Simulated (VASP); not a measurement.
Write the native input for VASP 6.6.1 that does the following.

```yaml
Task: single point
Functional: PBE
Potentials_or_basis: VASP PAW PBE potentials, release 64 (Cu, H)
Cutoff: 520 eV
k_mesh: 6 × 6 × 4
Occupations: gaussian, width 0.1 eV
Spin: no spin polarisation
Dipole_correction: no
Further_INCAR_settings: ALGO = Normal; EDIFF = 1e-06; NBANDS = 20
```

The structure of Cu2H3 lies in POSCAR:

```
Cu2H3
1.0
    3.4928258500      0.0000000000      0.0000000000
    0.0000000000      3.4928258500      0.0000000000
    0.0000000000      0.0000000000      4.7428259200
Cu H
2 3
Direct
    0.5000000000      0.0000000000      0.0000000000
    0.0000000000      0.5000000000      0.0000000000
    0.5000000000      0.0000000000      0.5000000000
    0.0000000000      0.5000000000      0.5000000000
    0.0000000000      0.0000000000      0.0000000000
```

The input as run:

INCAR

```
PREC     = Accurate       # precision mode
ENCUT    = 520            # plane-wave cutoff, eV
EDIFF    = 1E-6           # SCF threshold, eV
ISMEAR   = 0              # smearing method
SIGMA    = 0.1            # smearing width, eV
LREAL    = F              # projectors in reciprocal space
LASPH    = T              # aspherical terms in the spheres
NELM     = 100            # most SCF steps
ALGO     = Normal         # electronic algorithm
ISIF     = 2              # what is computed and relaxed
LWAVE    = F              # write WAVECAR
LCHARG   = F              # write CHGCAR
GGA      = PE             # functional
NBANDS   = 20             # bands
```

KPOINTS

```
regular mesh
0
Gamma
  6 6 4
```

Potentials or basis: VASP PAW PBE potentials, release 64 (Cu, H).

Launch:

```bash
$ cat potpaw_PBE.64/Cu/POTCAR potpaw_PBE.64/H/POTCAR > POTCAR
$ mpirun -np 1 vasp_std > vasp.out
```

It gave:

* Pressure: -8.2 GPa

It took 36 s on 1 thread of Intel(R) Xeon(R) Platinum 8259CL CPU @ 2.50GHz (Skylake/Cascade Lake) (shared host), peak memory 0.18 GiB.
